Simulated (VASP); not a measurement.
The system is SiO2.

```
Si O
1.0
     4.23568    0.00000    0.00000
     0.00000    4.23568    0.00000
     0.00000    0.00000    2.69064
Si O
2 4
Direct
  0.00000 0.00000 0.00000
  0.50000 0.50000 0.50000
  0.30697 0.30697 0.00000
  0.19303 0.80697 0.50000
  0.80697 0.19303 0.50000
  0.69303 0.69303 0.00000
```

- Program: VASP 6.6.1
- Task: relaxation of cell and atoms
- Functional: PBEsol
- Potentials or basis: VASP PAW PBE potentials, release 64 (Si, O)
- Cutoff: 600 eV
- k mesh: 6 × 6 × 8
- Occupations: fermi-dirac, width 0.02 eV
- Spin: no spin polarisation

At the start: pressure -6.3 GPa; volume 8.05 Å³/atom.

Q: Where does the relaxation end?

A: Over 7 steps the energy falls by 3.9 meV/atom and the volume is 7.86 Å³/atom (-2.3 %); space group P4_2/mnm (No. 136, to 0.05 Å).

The path:
| step | energy change (eV) | largest force (eV/Å) | pressure (GPa) | volume (Å³) |
| --- | --- | --- | --- | --- |
| 1 | 0.0000 | 0.0080 | -6.25 | 48.27 |
| 2 | 0.0083 | 0.3435 | 8.23 | 46.11 |
| 3 | -0.0202 | 0.1586 | 0.05 | 47.27 |
| 4 | -0.0234 | 0.0180 | 0.06 | 47.14 |
| 5 | -0.0234 | 0.0272 | 0.06 | 47.13 |
| 6 | -0.0236 | 0.0063 | -0.05 | 47.14 |
| 7 | -0.0236 | 0.0002 | -0.03 | 47.14 |

Final structure:
```
CELL_PARAMETERS angstrom
4.19193 0.00000 0.00000
0.00000 4.19193 0.00000
0.00000 0.00000 2.68259
ATOMIC_POSITIONS crystal
Si 0.00000 0.00000 0.00000
Si 0.50000 0.50000 0.50000
O 0.30582 0.30582 0.00000
O 0.19418 0.80582 0.50000
O 0.80582 0.19418 0.50000
O 0.69418 0.69418 0.00000
```

Caveat: the PAW data sets were made with another functional, which shifts forces and pressure a little.
